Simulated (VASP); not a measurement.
A run of VASP 6.6.1:

Contents of INCAR:

```
ALGO = Normal
EDIFF = 1E-6
ENCUT = 600
GGA = PE
GGA_COMPAT = False
ISIF = 2
ISMEAR = -1
LASPH = True
LCHARG = True
LELF = True
LREAL = False
LVHAR = True
LWAVE = False
NBANDS = 10
NELM = 120
PREC = Accurate
SIGMA = 0.6
```

KPOINTS

```
k-points
0
Gamma
  16 16 16
```

File POSCAR:

```
Fe
1.0
   -1.3807996972      1.3807996972      1.3807996972
    1.3807996972     -1.3807996972      1.3807996972
    1.3807996972      1.3807996972     -1.3807996972
Fe
1
Direct
    0.0000000000      0.0000000000      0.0000000000
```

Potentials or basis: VASP PAW PBE potentials, release 64 (Fe).

Run with:

```bash
$ cat potpaw_PBE.64/Fe/POTCAR > POTCAR
$ mpirun -np 1 vasp_std > vasp.out
```

Hardware: 1 thread of Intel Xeon 8259CL (shared host).

Estimate the wall time of this run.

Run time: 22 s on 1 thread of Intel Xeon 8259CL, with other jobs on the host, peak memory 0.14 GiB. Counts: scf iterations 12, k points 145.
